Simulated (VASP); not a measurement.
Re:

```
Re
1.0
     2.76080    0.00000    0.00000
    -1.38040    2.39092    0.00000
     0.00000    0.00000    4.45820
Re
2
Direct
  0.33333 0.66667 0.25000
  0.66667 0.33333 0.75000
```

| Item | Value |
| --- | --- |
| Program | VASP 6.6.1 |
| Task | relaxation of cell and atoms |
| Functional | LDA |
| Potentials or basis | VASP PAW LDA potentials, release 64 (Re) |
| Cutoff | 600 eV |
| k mesh | 14 × 14 × 8 |
| Occupations | fermi-dirac, width 0.1 eV |
| Spin | no spin polarisation |

At the start: pressure -8.5 GPa; volume 14.71 Å³/atom.

**Question.** Where does the relaxation end?

**Answer.** Over 10 steps the energy falls by 8.6 meV/atom and the volume is 14.40 Å³/atom (-2.1 %); space group P6_3/mmc (No. 194, to 0.05 Å).

The path:
```tsv
step	energy change (eV)	largest force (eV/Å)	pressure (GPa)	volume (Å³)
1	0.0000	0.0000	-8.53	29.43
2	0.3348	0.0000	47.48	26.21
3	-0.0172	0.0000	-0.37	28.82
4	-0.0172	0.0000	-0.08	28.80
5	-0.0172	0.0000	0.11	28.79
6	-0.0172	0.0000	-0.37	28.82
7	-0.0173	0.0000	-0.10	28.80
8	-0.0172	0.0000	0.19	28.78
9	-0.0173	0.0000	0.01	28.79
10	-0.0173	0.0000	-0.01	28.80
```

Final structure:
```yaml
crystal:
  lattice:
    - [2.74223, 0.00000, 0.00000]
    - [-1.37112, 2.37484, 0.00000]
    - [0.00000, 0.00000, 4.42172]
  atoms:
    - { symbol: Re, position: [0.33333, 0.66667, 0.25000] }
    - { symbol: Re, position: [0.66667, 0.33333, 0.75000] }
```
